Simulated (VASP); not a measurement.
# Al3Cu2 (C2/m) in VASP: notebook

Al3Cu2 is run at these levels: PBEsol; tasks: single point.

All numbers are computed with VASP 6.6.1; they aren't measurements. Logs are shortened: lines on timing, memory, paths and dates and some standing lists are left out, and cuts for length are marked.

**1. The cell of the first run**

It takes space group C2/m (No. 12, monoclinic). The conventional cell has a = 7.099 Å, b = 4.099 Å, c = 10.394 Å, α = 90.00°, β = 106.53°, γ = 90.00°. Al (site symmetry m) has 6 Cu at 2.49 Å and 7 Al at 2.94 to 3.28 Å within 3.3 Å. Within 3.1 Å of Al (site symmetry m) lie 6 Al at 2.31 to 3.09 Å and 4 Cu at 2.54 to 2.56 Å. Al (site symmetry m) has 5 Cu at 2.45 to 2.56 Å and 6 Al at 2.79 to 2.94 Å within 3.2 Å. Within 3.3 Å of Cu (site symmetry m) lie 9 Al at 2.49 to 3.24 Å and 3 Cu at 2.84 Å. Cu (site symmetry m) has 8 Al at 2.45 to 2.56 Å and 3 Cu at 2.84 Å within 3.2 Å.

**2. Single point, PBEsol (the part above a cut slid along it)**

File INCAR:

```
SYSTEM = Al3Cu2
PREC     = Accurate       ! precision mode
ENCUT    = 520            ! plane-wave cutoff, eV
EDIFF    = 1E-6           ! SCF threshold, eV
ISMEAR   = 0              ! smearing method
SIGMA    = 0.15           ! smearing width, eV
LREAL    = .FALSE.        ! projectors in reciprocal space
LASPH    = .TRUE.         ! aspherical terms in the spheres
NELM     = 100            ! most SCF steps
ALGO     = Fast           ! electronic algorithm
ISIF     = 2              ! what is computed and relaxed
LWAVE    = .FALSE.        ! write WAVECAR
LCHARG   = .TRUE.         ! write CHGCAR
GGA      = PS             ! functional
LELF     = .TRUE.         ! ELF
LVHAR    = .TRUE.       
NBANDS   = 42             ! bands
```

File KPOINTS:

```
regular mesh
0
G
  13 13 5
  0 0 0
```

File POSCAR:

```
Al3Cu2
1.0
   -2.0492928026     -3.5494792536      0.0000000000
    2.0492928026     -3.5494792536      0.0000000000
    0.0000000000     -4.1408224973      9.9642016679
Al Cu
6 4
Direct
    0.5625250000      0.5625250000      0.7500000000
    0.8541750000      0.8541750000      0.2500000000
    0.1266749458      0.1266749458      0.9257529930
    0.4183249458      0.4183249458      0.4257529930
    0.2900250542      0.2900250542      0.0742470070
   -0.0016249458     -0.0016249458      0.5742470070
    0.5668377908      0.5668377908      0.1711449954
    0.2751877908      0.2751877908      0.6711449954
   -0.1501377908     -0.1501377908      0.8288550046
    0.1415122092      0.1415122092      0.3288550046
```

Potentials or basis: VASP PAW PBE potentials, release 64 (Al, Cu).

Started as:

```
cat potpaw_PBE.64/Al/POTCAR potpaw_PBE.64/Cu/POTCAR > POTCAR
mpirun -np 1 vasp_std > vasp.out
```

OUTCAR:

```text
SYSTEM = Al3Cu2
   PREC = Accurate
   ENCUT = 520
   EDIFF = 1E-6
   ISMEAR = 0
   LREAL = .FALSE.
   LASPH = .TRUE.
   NELM = 100
   ISIF = 2
   GGA = PS

 ion  position               nearest neighbor table
   1  0.563  0.563  0.750-   8 2.49   8 2.49   9 2.49   9 2.49   9 2.49   8 2.49   3 2.94   3 2.94
                             6 2.94   6 2.94   6 2.94   3 2.94   5 3.28
   2  0.854  0.854  0.250-  10 2.49  10 2.49   7 2.49   7 2.49   7 2.49  10 2.49   5 2.94   5 2.94
                             4 2.94   4 2.94   4 2.94   5 2.94   3 3.28
   3  0.127  0.127  0.926-   5 2.31   8 2.54   9 2.56   9 2.56   9 2.56   1 2.94   1 2.94   1 2.94
                             5 3.09   5 3.09   2 3.28
   4  0.418  0.418  0.426-   8 2.45   7 2.54  10 2.56  10 2.56  10 2.56   6 2.79   6 2.79   6 2.79
                             2 2.94   2 2.94   2 2.94
   5  0.290  0.290  0.074-   3 2.31  10 2.54   7 2.56   7 2.56   7 2.56   2 2.94   2 2.94   2 2.94
                             3 3.09   3 3.09   1 3.28
   6  0.998  0.998  0.574-  10 2.45   9 2.54   8 2.56   8 2.56   8 2.56   4 2.79   4 2.79   4 2.79
                             1 2.94   1 2.94   1 2.94
   7  0.567  0.567  0.171-   2 2.49   2 2.49   2 2.49   4 2.54   5 2.56   5 2.56   5 2.56
   8  0.275  0.275  0.671-   4 2.45   1 2.49   1 2.49   1 2.49   3 2.54   6 2.56   6 2.56   6 2.56

   9  0.850  0.850  0.829-   1 2.49   1 2.49   1 2.49   6 2.54   3 2.56   3 2.56   3 2.56
  10  0.142  0.142  0.329-   6 2.45   2 2.49   2 2.49   2 2.49   5 2.54   4 2.56   4 2.56   4 2.56

  LATTYP: Found a base centered monoclinic cell.
 ALAT       =     7.0989585072
 B/A-ratio  =     0.5773502692
 C/A-ratio  =     1.4641628260
 COS(beta)  =    -0.2845994944

  Lattice vectors:

 A1 = (  -2.0492928026,  -3.5494792536,   0.0000000000)
 A2 = (   2.0492928026,  -3.5494792536,   0.0000000000)
 A3 = (   0.0000000000,   2.9581360099,   9.9642016679)

Analysis of symmetry for initial positions (statically):
=====================================================================
 Subroutine PRICEL returns:
 Original cell was already a primitive cell.

 Routine SETGRP: Setting up the symmetry group for a
 base centered monoclinic supercell.

 Subroutine GETGRP returns: Found  4 space group operations
 (whereof  2 operations were pure point group operations)
 out of a pool of  4 trial point group operations.

The static configuration has the point symmetry C_1h.
 The point group associated with its full space group is C_2h.

[... 131 lines left out ...]
   EDIFFG = 0.1E-04   stopping-criterion for IOM
   NSW    =      0    number of steps for IOM
   IBRION =     -1    ionic relax: 0-MD 1-quasi-New 2-CG
   NFREE  =      0    steps in history (QN), initial steepest desc. (CG)
   ISIF   =      2    stress and relaxation
   ISYM   =      2    0-nonsym 1-usesym 2-fastsym
   POTIM  = 0.5000    time-step for ionic-motion
   TEBEG  =    0.0;   TEEND  =   0.0 temperature during run
   PSTRESS=    0.0 pullay stress
   NELECT =      62.0000    total number of electrons
   NUPDOWN=      -1.0000    fix difference up-down
   EMIN   =  10.00;   EMAX   =-10.00  energy-range for DOS
   EFERMI =   0.00;   METHOD = LEGACY
   ISMEAR =     0;   SIGMA  =   0.15  broadening in eV -4-tet -1-fermi 0-gaus
   EFERMI_NEDOS =   21; number of points for ismear=-14 and -15
   IALGO  =     68    algorithm
   IMIX   =      4    mixing-type and parameters
     AMIX     =   0.40;   BMIX     =  1.00
     AMIX_MAG =   1.60;   BMIX_MAG =  1.00
  volume/ion in A,a.u.               =      14.50        97.82
  Fermi-wavevector in a.u.,A,eV,Ry     =   1.233460  2.330901 20.700218  1.521423
  Thomas-Fermi vector in A             =   2.368189
   LORBIT       =      0    0 simple, 1 ext, 2 COOP (PROOUT), +10 PAW based schemes
   GGA     = PS    functional components
   LHFCALC =     F    Hartree Fock is set to
   AEXX    =    0.0000 exact exchange contribution
   IVDW    =     0    specifies the selected vdW correction
   LEPSILON=     F    determine dielectric tensor
   LRPA    =     F    only Hartree local field effects (RPA)
 non-spin polarized calculation
 RMM-DIIS sequential band-by-band and
 Gauss-broadening in eV      SIGMA  =   0.15
  energy-cutoff  :      520.00
  volume of cell :      144.96
 maximum number of plane-waves:      3933
   NGX = 15   NGY = 15   NGZ = 41

 number of electron      61.9999995 magnetization

 Free energy of the ion-electron system (eV)
  ---------------------------------------------------
  ext. energy  EPLUGINS =         0.00000000
  ---------------------------------------------------
  free energy    TOTEN  =       -42.23558009 eV

  energy without entropy =      -42.20454262  energy(sigma->0) =      -42.22006136

 E-fermi :   8.1842     XC(G=0): -11.0847

 val. band max:        8.1839031725   @ k =  -0.0769   0.3846   0.4000
 cond. band min:       8.1960055818   @ k =  -0.0769   0.4615   0.4000
 fundamental gap:      0.0121024093
 Fermi energy:         8.1841967196

 k-point     1 :       0.0000    0.0000    0.0000
  band No.  band energies     occupation
      1      -2.9495      2.00000
      2      -1.9106      2.00000
      3      -0.9048      2.00000
      4       1.9300      2.00000
      5       2.5200      2.00000
      6       2.9539      2.00000
[... 1069 lines left out ...]
     41      13.5221      0.00000
     42      13.8149      0.00000

 [... further k-points ...]
[... 5 lines left out ...]
  --------------------------------------------------------------------------------------
  -------------------------------------------------------------------------------------
  Total        0.1016567      2.2570908      2.4358305      0.0000000     -0.5443163      0.0000000
  in kB        1.1235839     24.9470069     26.9225681      0.0000000     -6.0161792      0.0000000
  external PRESSURE =      17.6643863 kB  Pullay stress =       0.0000000 kB

 VOLUME and BASIS-vectors are now :
 -----------------------------------------------------------------------------
  energy-cutoff  :      520.00
  volume of cell :      144.96
      direct lattice vectors                 reciprocal lattice vectors
    -2.049292803 -3.549479254  0.000000000    -0.243986608 -0.140865734 -0.058539562
     2.049292803 -3.549479254  0.000000000     0.243986608 -0.140865734 -0.058539562
     0.000000000 -4.140822497  9.964201668     0.000000000  0.000000000  0.100359269

 POSITION                                       TOTAL-FORCE (eV/Angst)
 -----------------------------------------------------------------------------------
      0.00000     -7.09896      7.47315         0.000000     -0.075651      0.207984
      0.00000     -7.09896      2.49105         0.000000      0.075651     -0.207984
      0.00000     -4.73264      9.22439         0.000000      1.913766     -0.892353
      0.00000     -4.73264      4.24229         0.000000      0.002808     -0.003110
      0.00000     -2.36632      0.73981         0.000000     -1.913766      0.892353
      0.00000     -9.46528      5.72191         0.000000     -0.002808      0.003110
      0.00000     -4.73264      1.70532         0.000000      0.193307      0.053135
      0.00000     -4.73264      6.68742         0.000000     -0.045343      0.040849
      0.00000     -9.46528      8.25888         0.000000     -0.193307     -0.053135
      0.00000     -2.36632      3.27678         0.000000      0.045343     -0.040849
 -----------------------------------------------------------------------------------
    total drift:                               -0.000000      0.000002     -0.000001

  FREE ENERGIE OF THE ION-ELECTRON SYSTEM (eV)
  ---------------------------------------------------
  free  energy   TOTEN  =       -42.2355800934 eV

  energy  without entropy=      -42.2045426227  energy(sigma->0) =      -42.22006136
```

OSZICAR:

```text
N       E                     dE             d eps       ncg     rms          rms(c)
DAV:   1     0.433626421393E+03    0.43363E+03   -0.24715E+04 19404   0.176E+03
DAV:   2    -0.102828531758E+02   -0.44391E+03   -0.42620E+03 19412   0.361E+02
DAV:   3    -0.500368730050E+02   -0.39754E+02   -0.36208E+02 22988   0.142E+02
DAV:   4    -0.516909186613E+02   -0.16540E+01   -0.16325E+01 31088   0.316E+01
[... 10 lines left out ...]
RMM:  15    -0.422355769253E+02   -0.79478E-05   -0.73784E-04 25156   0.201E-01    0.350E-02
RMM:  16    -0.422355760622E+02    0.86311E-06   -0.25727E-04 23343   0.165E-01    0.210E-02
RMM:  17    -0.422355748113E+02    0.12510E-05   -0.11866E-04 24124   0.105E-01    0.112E-02
RMM:  18    -0.422355792689E+02   -0.44577E-05   -0.48779E-05 24782   0.344E-02    0.993E-03
RMM:  19    -0.422355800934E+02   -0.82442E-06   -0.54322E-06 19043   0.213E-02
   1 F= -.42235580E+02 E0= -.42220061E+02  d E =-.310375E-01
```

stdout:

```text
POSCAR found type information on POSCAR AlCu
 POSCAR found :  2 types and      10 ions
 scaLAPACK will be used
 -----------------------------------------------------------------------------
|                                                                             |
|                                                                             |
|     You enforced a specific xc type in the INCAR file but a different       |
|     I HOPE YOU KNOW WHAT YOU ARE DOING!                                     |
|                                                                             |
 -----------------------------------------------------------------------------

 LDA part: xc-table for (Slater+PW92), standard interpolation
 POSCAR, INCAR and KPOINTS ok, starting setup
 FFT: planning ... GRIDC
 FFT: planning ... GRID_SOFT
 FFT: planning ... GRID
 WAVECAR not read
 entering main loop
```

It took 30 min on 1 thread of Oxide Virtual Turin-like, shared host; peak memory 0.98 GiB.

What came out:

| Quantity | Value |
| --- | --- |
| Free energy | -42.2356 eV |
| Pressure | 1.8 GPa |
| Largest force | 2.112 eV/Å |
| Band gap on the k mesh | zero (bands 31 and 32 overlap by 2.61 eV) |

Forces on the atoms (eV/Å):
```
Al   0.000 -0.076  0.208
Al   0.000  0.076 -0.208
Al   0.000  1.914 -0.892
Al   0.000  0.003 -0.003
Al   0.000 -1.914  0.892
Al   0.000 -0.003  0.003
Cu   0.000  0.193  0.053
Cu   0.000 -0.045  0.041
Cu   0.000 -0.193 -0.053
Cu   0.000  0.045 -0.041
```

Levels at points of the mesh, in eV from the Fermi level:
| k point | band 29 | band 30 | band 31 | band 32 | band 33 | band 34 |
| --- | --- | --- | --- | --- | --- | --- |
| (0.00, 0.00, 0.00) | 1.15 | 1.29 | 1.47 | 1.63 | 1.65 | 2.01 |

Caveat: the cell differs from its parent crystal (the part above a cut slid along it); the PAW data sets were made with another functional, which shifts forces and pressure a little.

**3. Single point, PBEsol (the part above a cut slid along it)**

File INCAR:

```
ALGO = Fast
EDIFF = 1E-6
ENCUT = 520
GGA = PS
ISIF = 2
ISMEAR = 0
LASPH = T
LCHARG = F
LREAL = F
LWAVE = F
NBANDS = 42
NELM = 80
PREC = Accurate
SIGMA = 0.15
```

File KPOINTS:

```
k-points
0
Gamma
  13 13 5
```

File POSCAR:

```
Al3Cu2
1.0
   -2.0492928026     -3.5494792536      0.0000000000
    2.0492928026     -3.5494792536      0.0000000000
    0.0000000000     -1.7747396268      9.9642016679
Al Cu
6 4
Direct
    0.8125000000      0.8125000000      0.7500000000
    0.9375000000      0.9375000000      0.2500000000
    0.4352284184      0.4352284184      0.9257529930
    0.5602284184      0.5602284184      0.4257529930
    0.3147715816      0.3147715816      0.0742470070
    0.1897715816      0.1897715816      0.5742470070
    0.6238804178      0.6238804178      0.1711449954
    0.4988804178      0.4988804178      0.6711449954
    0.1261195822      0.1261195822      0.8288550046
    0.2511195822      0.2511195822      0.3288550046
```

Potentials or basis: VASP PAW PBE potentials, release 64 (Al, Cu).

Started as:

```
cat potpaw_PBE.64/Al/POTCAR potpaw_PBE.64/Cu/POTCAR > POTCAR
mpirun -np 1 vasp_std > vasp.out
```

OUTCAR:

```text
EDIFF = 1E-6
   ENCUT = 520
   GGA = PS
   ISIF = 2
   ISMEAR = 0
   LASPH = T
   LREAL = F
   NELM = 80
   PREC = Accurate

 ion  position               nearest neighbor table
   1  0.812  0.812  0.750-   8 2.49   8 2.49   9 2.49   9 2.49   8 2.49   9 2.49   6 2.94   3 2.94
                             6 2.94   3 2.94   3 2.94   6 2.94
   2  0.938  0.938  0.250-   7 2.49   7 2.49  10 2.49  10 2.49   7 2.49  10 2.49   5 2.94   4 2.94
                             5 2.94   4 2.94   4 2.94   5 2.94
   3  0.435  0.435  0.926-   5 1.59   8 2.54   9 2.56   9 2.56   9 2.56   1 2.94   1 2.94   1 2.94
[... 1332 lines left out ...]
  external PRESSURE =     161.3099102 kB  Pullay stress =       0.0000000 kB

 VOLUME and BASIS-vectors are now :
 -----------------------------------------------------------------------------
  energy-cutoff  :      520.00
  volume of cell :      144.96
      direct lattice vectors                 reciprocal lattice vectors
    -2.049292803 -3.549479254  0.000000000    -0.243986608 -0.140865734 -0.025089817
     2.049292803 -3.549479254  0.000000000     0.243986608 -0.140865734 -0.025089817
     0.000000000 -1.774739627  9.964201668     0.000000000  0.000000000  0.100359269

 POSITION                                       TOTAL-FORCE (eV/Angst)
 -----------------------------------------------------------------------------------
      0.00000     -7.09896      7.47315         0.000000     -0.067832      0.175039
      0.00000     -7.09896      2.49105         0.000000      0.067832     -0.175039
      0.00000     -4.73264      9.22439         0.000000    -10.651259    -25.369686
      0.00000     -4.73264      4.24229         0.000000     -0.005753     -0.004680
      0.00000     -2.36632      0.73981         0.000000     10.651259     25.369686
      0.00000     -2.36632      5.72191         0.000000      0.005753      0.004680
      0.00000     -4.73264      1.70532         0.000000      0.111597      0.148572
      0.00000     -4.73264      6.68742         0.000000      0.002669     -0.007490
      0.00000     -2.36632      8.25888         0.000000     -0.111597     -0.148572
      0.00000     -2.36632      3.27678         0.000000     -0.002669      0.007490
 -----------------------------------------------------------------------------------
    total drift:                               -0.000000     -0.000000      0.000000

  FREE ENERGIE OF THE ION-ELECTRON SYSTEM (eV)
  ---------------------------------------------------
  free  energy   TOTEN  =       -34.1873796718 eV

  energy  without entropy=      -34.1533447978  energy(sigma->0) =      -34.17036223
```

stdout:

```text
POSCAR found type information on POSCAR AlCu
 POSCAR found :  2 types and      10 ions
 scaLAPACK will be used
 -----------------------------------------------------------------------------
|                                                                             |
|                                                                             |
|     You enforced a specific xc type in the INCAR file but a different       |
[... 18 lines left out ...]
 -----------------------------------------------------------------------------

 POSCAR, INCAR and KPOINTS ok, starting setup
 FFT: planning ... GRIDC
 FFT: planning ... GRID_SOFT
 FFT: planning ... GRID
 WAVECAR not read
 entering main loop
```

It took 51 min on 1 thread of Oxide Virtual Turin-like, shared host; peak memory 0.98 GiB.

Results:

```
Free energy            : -34.1874 eV
Pressure               : 16.1 GPa
Largest force          : 27.515 eV/Å
Band gap on the k mesh : zero (bands 31 and 32 overlap by 2.89 eV)
```

Forces on the atoms (eV/Å):
```
Al    0.000  -0.068   0.175
Al    0.000   0.068  -0.175
Al    0.000 -10.651 -25.370
Al    0.000  -0.006  -0.005
Al    0.000  10.651  25.370
Al    0.000   0.006   0.005
Cu    0.000   0.112   0.149
Cu    0.000   0.003  -0.007
Cu    0.000  -0.112  -0.149
Cu    0.000  -0.003   0.007
```

Caveat: the cell differs from its parent crystal (the part above a cut slid along it); atoms lie so close that the PAW spheres overlap strongly, which falsifies energies and pressures; the stress differs along the axes, from -1 to 43 GPa; the PAW data sets were made with another functional, which shifts forces and pressure a little.
